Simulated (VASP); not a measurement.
# MgBe2Te2O (P4/mmm) in VASP: further runs

The runs below take MgBe2Te2O through relaxation of cell and atoms, with PBE.

Everything below comes from runs of VASP 6.6.1. Logs are shortened: lines on timing, memory, paths and dates and some standing lists are left out, and cuts for length are marked.

### 1 The cell of the first run

Symmetry: P4/mmm, No. 123, tetragonal system. The conventional cell has a = 3.641 Å, b = 3.641 Å, c = 7.674 Å, α = 90.00°, β = 90.00°, γ = 90.00°. Within 4.1 Å of Mg (site symmetry 4/mmm) lie 8 Te at 3.13 Å and 4 Mg at 3.64 Å and 2 O at 3.84 Å. Be (site symmetry mmm) has 2 O at 1.82 Å within 2.4 Å. Te (site symmetry 4mm) has 4 Be at 2.75 Å and 4 Mg at 3.13 Å and 4 O at 3.30 Å and 1 Te at 3.55 Å within 3.6 Å. O (site symmetry 4/mmm) has 4 Be at 1.82 Å within 2.4 Å.

### 2 Relaxation of cell and atoms, PBE

INCAR

```
PREC = Accurate
ENCUT = 600
EDIFF = 1E-6
ISMEAR = 0
SIGMA = 0.1
LREAL = F
LASPH = T
NELM = 60
ALGO = Normal
ISIF = 3
LWAVE = F
LCHARG = F
GGA = PE
IBRION = 2
NSW = 90
EDIFFG = -0.04
```

KPOINTS

```
regular mesh
0
Gamma
  6 6 2
```

POSCAR

```
MgBe2Te2O
1.0
    3.6413490828      0.0000000000      0.0000000000
    0.0000000000      3.6413490828      0.0000000000
    0.0000000000      0.0000000000      7.6744991693
Mg Be Te O
1 2 2 1
Direct
    0.0000000000      0.0000000000      0.5000000000
    0.0000000000      0.5000000000      0.0000000000
    0.5000000000      0.0000000000      0.0000000000
    0.5000000000      0.5000000000      0.2684721556
    0.5000000000      0.5000000000      0.7315278444
    0.0000000000      0.0000000000      0.0000000000
```

Potentials or basis: VASP PAW PBE potentials, release 64 (Mg, Be, Te, O).

Run with:

```
$ cat potpaw_PBE.64/Mg/POTCAR potpaw_PBE.64/Be/POTCAR potpaw_PBE.64/Te/POTCAR potpaw_PBE.64/O/POTCAR > POTCAR
$ mpirun -np 1 vasp_std > vasp.out
```

OUTCAR:

```text
PREC = Accurate
   ENCUT = 600
   EDIFF = 1E-6
   ISMEAR = 0
   LREAL = F
   LASPH = T
   NELM = 60
   ISIF = 3
   GGA = PE
   IBRION = 2
   NSW = 90
   EDIFFG = -0.04

 ion  position               nearest neighbor table
   1  0.000  0.000  0.500-   4 3.13   5 3.13   4 3.13   5 3.13   4 3.13   5 3.13   4 3.13   5 3.13

   2  0.000  0.500  0.000-   6 1.82   6 1.82   4 2.75   5 2.75   4 2.75   5 2.75
   3  0.500  0.000  0.000-   6 1.82   6 1.82   4 2.75   4 2.75   5 2.75   5 2.75
   4  0.500  0.500  0.268-   2 2.75   3 2.75   3 2.75   2 2.75   1 3.13   1 3.13   1 3.13   1 3.13
                             5 3.55
   5  0.500  0.500  0.732-   2 2.75   3 2.75   3 2.75   2 2.75   1 3.13   1 3.13   1 3.13   1 3.13
                             4 3.55
   6  0.000  0.000  0.000-   2 1.82   3 1.82   2 1.82   3 1.82

  LATTYP: Found a simple tetragonal cell.
 ALAT       =     3.6413490828
 C/A-ratio  =     2.1075977597

  Lattice vectors:

 A1 = (   3.6413490828,   0.0000000000,   0.0000000000)
 A2 = (   0.0000000000,   3.6413490828,   0.0000000000)
 A3 = (   0.0000000000,   0.0000000000,   7.6744991693)

Analysis of symmetry for initial positions (statically):
=====================================================================
 Subroutine PRICEL returns:
 Original cell was already a primitive cell.

 Routine SETGRP: Setting up the symmetry group for a
 simple tetragonal supercell.

 Subroutine GETGRP returns: Found 16 space group operations
 (whereof 16 operations were pure point group operations)
 out of a pool of 16 trial point group operations.

The static configuration has the point symmetry D_4h.

Analysis of symmetry for dynamics (positions and initial velocities):
=====================================================================
 Subroutine PRICEL returns:
 Original cell was already a primitive cell.

 Routine SETGRP: Setting up the symmetry group for a
 simple tetragonal supercell.

 Subroutine GETGRP returns: Found 16 space group operations
 (whereof 16 operations were pure point group operations)
 out of a pool of 16 trial point group operations.

The dynamic configuration has the point symmetry D_4h.

 Subroutine INISYM returns: Found 16 space group operations
 (whereof 16 operations are pure point group operations),
 and found     1 'primitive' translations

----------------------------------------------------------------------------------------

                                     Primitive cell
[... 83 lines left out ...]
   NGXF,Y,Z  is equivalent  to a cutoff of  27.39, 27.39, 27.73 a.u.
 SYSTEM =  unknown system
   PREC   = accura    normal or accurate (medium, high low for compatibility)
   ISTART =      0    job   : 0-new  1-cont  2-samecut
   ICHARG =      2    charge: 1-file 2-atom 10-const
   ISPIN  =      1    spin polarized calculation?
   LNONCOLLINEAR =      F non collinear calculations
   LSORBIT =      F    spin-orbit coupling
   LASPH  =      T    aspherical Exc in radial PAW
   ENCUT  =  600.0 eV  44.10 Ry    6.64 a.u.   7.27  7.27 15.33*2*pi/ulx,y,z
   NELM   =     60;   NELMIN=  2; NELMDL= -5     # of ELM steps
   EDIFF  = 0.1E-05   stopping-criterion for ELM
   LREAL  =      F    real-space projection
   EDIFFG = -.4E-01   stopping-criterion for IOM
   NSW    =     90    number of steps for IOM
   IBRION =      2    ionic relax: 0-MD 1-quasi-New 2-CG
   NFREE  =      1    steps in history (QN), initial steepest desc. (CG)
   ISIF   =      3    stress and relaxation
   ISYM   =      2    0-nonsym 1-usesym 2-fastsym
   POTIM  = 0.5000    time-step for ionic-motion
   TEBEG  =    0.0;   TEEND  =   0.0 temperature during run
   PSTRESS=    0.0 pullay stress
   NELECT =      24.0000    total number of electrons
   NUPDOWN=      -1.0000    fix difference up-down
   EMIN   =  10.00;   EMAX   =-10.00  energy-range for DOS
   EFERMI =   0.00;   METHOD = LEGACY
   ISMEAR =     0;   SIGMA  =   0.10  broadening in eV -4-tet -1-fermi 0-gaus
   EFERMI_NEDOS =   21; number of points for ismear=-14 and -15
   IALGO  =     38    algorithm
   IMIX   =      4    mixing-type and parameters
     AMIX     =   0.40;   BMIX     =  1.00
     AMIX_MAG =   1.60;   BMIX_MAG =  1.00
  volume/ion in A,a.u.               =      16.96       114.45
  Fermi-wavevector in a.u.,A,eV,Ry     =   1.011472  1.911404 13.919777  1.023075
  Thomas-Fermi vector in A             =   2.144523
   LORBIT       =      0    0 simple, 1 ext, 2 COOP (PROOUT), +10 PAW based schemes
   GGA     = PE    functional components
   LHFCALC =     F    Hartree Fock is set to
   AEXX    =    0.0000 exact exchange contribution
   IVDW    =     0    specifies the selected vdW correction
   LEPSILON=     F    determine dielectric tensor
   LRPA    =     F    only Hartree local field effects (RPA)
 conjugate gradient relaxation of ions
 non-spin polarized calculation
 Gauss-broadening in eV      SIGMA  =   0.10
  energy-cutoff  :      600.00
  volume of cell :      101.76
 maximum number of plane-waves:      3416
 NGX is ok and might be reduce to    30
   NGX = 15   NGY = 15   NGZ = 31

--------------------------------------- Ionic step        1  -------------------------------------------

 number of electron      23.9999996 magnetization

 Free energy of the ion-electron system (eV)
  ---------------------------------------------------
  ext. energy  EPLUGINS =         0.00000000
  ---------------------------------------------------
  free energy    TOTEN  =       -23.74707867 eV

  energy without entropy =      -23.73763295  energy(sigma->0) =      -23.74235581

------------------------ aborting loop because EDIFF is reached ----------------------------------------

  FORCE on cell =-STRESS in cart. coord.  units (eV):
  Direction    XX          YY          ZZ          XY          YZ          ZX
  --------------------------------------------------------------------------------------
  -------------------------------------------------------------------------------------
  Total       -0.3792554     -0.3792554      0.5333725      0.0000000      0.0000000     -0.0000000
  in kB       -5.9712830     -5.9712830      8.3978193      0.0000000      0.0000000     -0.0000000
  external PRESSURE =      -1.1815823 kB  Pullay stress =       0.0000000 kB
[... 67 lines left out ...]
--------------------------------------- Ionic step        3  -------------------------------------------

 number of electron      23.9999997 magnetization

 Free energy of the ion-electron system (eV)
  ---------------------------------------------------
  ext. energy  EPLUGINS =         0.00000000
  ---------------------------------------------------
  free energy    TOTEN  =       -23.75208961 eV

  energy without entropy =      -23.74102419  energy(sigma->0) =      -23.74655690

 E-fermi :   6.9211     XC(G=0):  -9.9206

 val. band max:        6.9204383942   @ k =   0.5000   0.3333   0.5000
 cond. band min:       6.9513192535   @ k =   0.3333   0.3333   0.0000
 fundamental gap:      0.0308808593
 Fermi energy:         6.9210759900

 k-point     1 :       0.0000    0.0000    0.0000
  band No.  band energies     occupation
      1     -12.7956      2.00000
      2      -5.7339      2.00000
      3      -5.1970      2.00000
      4       0.0518      2.00000
      5       0.0518      2.00000
      6       0.3392      2.00000
[... 402 lines left out ...]
  FREE ENERGIE OF THE ION-ELECTRON SYSTEM (eV)
  ---------------------------------------------------
  free  energy   TOTEN  =       -23.7520896147 eV

  energy  without entropy=      -23.7410241879  energy(sigma->0) =      -23.74655690

 reached required accuracy - stopping structural energy minimisation
```

CONTCAR:

```text
MgBe2Te2O
   1.00000000000000
     3.6223996191537045    0.0000000000000000   -0.0000000000000000
     0.0000000000000000    3.6223996191537045    0.0000000000000000
    -0.0000000000000000    0.0000000000000000    7.7306664655218000
  Mg              Be              Te              O
     1     2     2     1
Direct
     0.0000000000000000    0.0000000000000000    0.5000000000000000
     0.0000000000000000    0.5000000000000000    0.0000000000000000
     0.5000000000000000    0.0000000000000000    0.0000000000000000
     0.5000000000000000    0.5000000000000000    0.2672154184046685
     0.5000000000000000    0.5000000000000000    0.7327845815953314
     0.0000000000000000    0.0000000000000000    0.0000000000000000

  0.00000000E+00  0.00000000E+00  0.00000000E+00
  0.00000000E+00  0.00000000E+00  0.00000000E+00
  0.00000000E+00  0.00000000E+00  0.00000000E+00
  0.00000000E+00  0.00000000E+00  0.00000000E+00
  0.00000000E+00  0.00000000E+00  0.00000000E+00
  0.00000000E+00  0.00000000E+00  0.00000000E+00
```

Wall time 40 s (1 thread of Intel Xeon 6975P-C (Granite Rapids), shared host); peak memory 0.27 GiB.

Results:

* Free energy: -23.7521 eV
* Relaxed volume: 16.91 Å³/atom
* Relaxed cell: a = 3.622 Å, b = 3.622 Å, c = 7.731 Å, α = 90.00°, β = 90.00°, γ = 90.00°
* Space group after relaxing (to 0.05 Å): P4/mmm (No. 123)
* Energy gained by relaxing: 0.8 meV/atom
* Ionic steps: 3
* Pressure after relaxing: 0.2 GPa
* Largest force after relaxing: 0.033 eV/Å
* Band gap on the k mesh: zero (band 12 reaches 7.22 eV, above the bottom of band 13 at 6.62 eV)

Forces in eV/Å, atoms in the order of the input:
```
Mg   0.000  0.000  0.000
Be   0.000  0.000  0.000
Be   0.000  0.000  0.000
Te   0.000  0.000 -0.033
Te   0.000  0.000  0.033
O    0.000  0.000  0.000
```

Step by step:
```csv
step,energy change (eV),largest force (eV/Å),pressure (GPa),volume (Å³)
1,0.0000,0.1174,-0.12,101.76
2,-0.0042,0.0661,0.07,101.57
3,-0.0050,0.0332,0.22,101.44
```

Final structure:
```
Mg Be Te O
1.0
     3.62240    0.00000    0.00000
     0.00000    3.62240    0.00000
     0.00000    0.00000    7.73067
Mg Be Te O
1 2 2 1
Direct
  0.00000 0.00000 0.50000
  0.00000 0.50000 0.00000
  0.50000 0.00000 0.00000
  0.50000 0.50000 0.26722
  0.50000 0.50000 0.73278
  0.00000 0.00000 0.00000
```

Caveat: the k points lie up to 0.41 Å⁻¹ apart in the final cell; spin-orbit coupling is left out, which moves the levels of the heavy elements.

### 3 Relaxation of cell and atoms, PBE

This run uses another cell than the first one, of 17.01 Å³/atom, 1.003 times its volume.

INCAR

```
SYSTEM = MgBe2Te2O
ALGO = Normal ; EDIFF = 1E-6
EDIFFG = -0.01 ; ENCUT = 600
GGA = PE ; IBRION = 2
ISIF = 3 ; ISMEAR = 0
LASPH = .True. ; LCHARG = .False.
LREAL = .False. ; LWAVE = .False.
NELM = 100 ; NSW = 100
PREC = Accurate ; SIGMA = 0.1
```

KPOINTS

```
k-points
0
Gamma
  10 10 6
  0 0 0
```

POSCAR

```
MgBe2Te2O
1.0
    3.6330955055      0.0000000000      0.0000000000
    0.0000000000      3.6330955055      0.0000000000
    0.0000000000      0.0000000000      7.7318184146
Mg Be Te O
1 2 2 1
Direct
    0.0000000000      0.0000000000      0.5000000000
    0.0000000000      0.5000000000      0.0000000000
    0.5000000000      0.0000000000      0.0000000000
    0.5000000000      0.5000000000      0.2661864829
    0.5000000000      0.5000000000      0.7338135171
    0.0000000000      0.0000000000      0.0000000000
```

Potentials or basis: VASP PAW PBE potentials, release 64 (Mg, Be, Te, O).

Run with:

```
$ cat potpaw_PBE.64/Mg/POTCAR potpaw_PBE.64/Be/POTCAR potpaw_PBE.64/Te/POTCAR potpaw_PBE.64/O/POTCAR > POTCAR
$ mpirun -np 1 vasp_std > vasp.out
```

Wall time 5.1 min (1 thread of Intel Xeon 6975P-C (Granite Rapids), shared host); peak memory 0.4 GiB.

Results (log left out):

| Property | Result |
| --- | --- |
| Free energy | -23.8495 eV |
| Relaxed volume | 16.91 Å³/atom |
| Relaxed cell | a = 3.638 Å, b = 3.638 Å, c = 7.668 Å, α = 90.00°, β = 90.00°, γ = 90.00° |
| Space group after relaxing (to 0.05 Å) | P4/mmm (No. 123) |
| Energy gained by relaxing | 0.8 meV/atom |
| Ionic steps | 7 |
| Pressure after relaxing | 0.0 GPa |
| Largest force after relaxing | 0.006 eV/Å |
| Band gap on the k mesh | zero (band 12 reaches 7.25 eV, above the bottom of band 13 at 6.59 eV) |

Forces in eV/Å, atoms in the order of the input:
```
Mg   0.000  0.000  0.000
Be   0.000  0.000  0.000
Be   0.000  0.000  0.000
Te   0.000  0.000  0.006
Te   0.000  0.000 -0.006
O    0.000  0.000  0.000
```

The path:
| step | energy change (eV) | largest force (eV/Å) | pressure (GPa) | volume (Å³) |
| --- | --- | --- | --- | --- |
| 1 | 0.0000 | 0.1136 | -0.29 | 102.06 |
| 2 | -0.0033 | 0.0862 | -0.03 | 101.60 |
| 3 | -0.0038 | 0.0507 | 0.30 | 101.06 |
| 4 | -0.0040 | 0.0624 | 0.22 | 101.23 |
| 5 | -0.0045 | 0.0202 | -0.04 | 101.52 |
| 6 | -0.0045 | 0.0178 | -0.05 | 101.53 |
| 7 | -0.0046 | 0.0061 | -0.02 | 101.47 |

Final structure:
```
Mg Be Te O
1.0
     3.63788    0.00000    0.00000
     0.00000    3.63788    0.00000
     0.00000    0.00000    7.66762
Mg Be Te O
1 2 2 1
Direct
  0.00000 0.00000 0.50000
  0.00000 0.50000 0.00000
  0.50000 0.00000 0.00000
  0.50000 0.50000 0.26833
  0.50000 0.50000 0.73167
  0.00000 0.00000 0.00000
```

Levels at points of the mesh, in eV from the Fermi level:
| k point | band 8 | band 9 | band 10 | band 11 | band 12 | band 13 | band 14 | band 15 | band 16 |
| --- | --- | --- | --- | --- | --- | --- | --- | --- | --- |
| (0.00, 0.00, 0.00) | -1.35 | -0.79 | -0.79 | -0.15 | -0.15 | 0.61 | 2.42 | 2.79 | 3.26 |
| (0.50, 0.00, 0.00) | -3.47 | -2.61 | -1.62 | -0.73 | -0.72 | 0.71 | 2.50 | 3.66 | 3.71 |
| (0.50, 0.50, 0.00) | -4.11 | -4.10 | -3.88 | -3.88 | -0.36 | -0.18 | 2.00 | 2.00 | 2.40 |
| (0.00, 0.00, 0.50) | -3.03 | -0.80 | -0.80 | -0.21 | -0.21 | 2.53 | 2.74 | 2.75 | 4.11 |
| (0.50, 0.00, 0.50) | -4.17 | -3.62 | -2.08 | -0.42 | 0.13 | 0.94 | 1.37 | 3.59 | 4.41 |
| (0.50, 0.50, 0.50) | -4.12 | -3.86 | -2.94 | -2.94 | -2.73 | -0.04 | 1.07 | 1.07 | 1.82 |

Caveat: spin-orbit coupling is left out, which moves the levels of the heavy elements.
